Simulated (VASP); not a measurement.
Al: single point with PBE

The system is Al.

```
Al
1.0
     0.00000    2.01946    2.01946
     2.01946    0.00000    2.01946
     2.01946    2.01946    0.00000
Al
1
Direct
  0.00000 0.00000 0.00000
```

```yaml
Program: VASP 6.6.1
Task: single point
Functional: PBE
Potentials_or_basis: VASP PAW PBE potentials, release 64 (Al)
Cutoff: 520 eV
k_mesh: 16 × 16 × 16
Occupations: methfessel-paxton, width 0.1 eV
Spin: no spin polarisation
```

The pressure is 0.0 GPa.

Levels at points of the mesh, in eV from the Fermi level:
| k point | band 1 | band 2 | band 3 | band 4 |
| --- | --- | --- | --- | --- |
| (0.00, 0.00, 0.00) | -11.19 | 12.59 | 12.59 | 12.59 |
| (0.50, 0.00, 0.00) | -4.64 | -4.42 | 11.39 | 11.39 |
| (0.50, 0.50, 0.00) | -2.97 | -1.64 | 5.22 | 5.56 |

Run time: 8.2 s on 1 thread of Intel(R) Xeon(R) Platinum 8375C CPU @ 2.90GHz (Ice Lake), with other jobs on the host, peak memory 0.14 GiB.
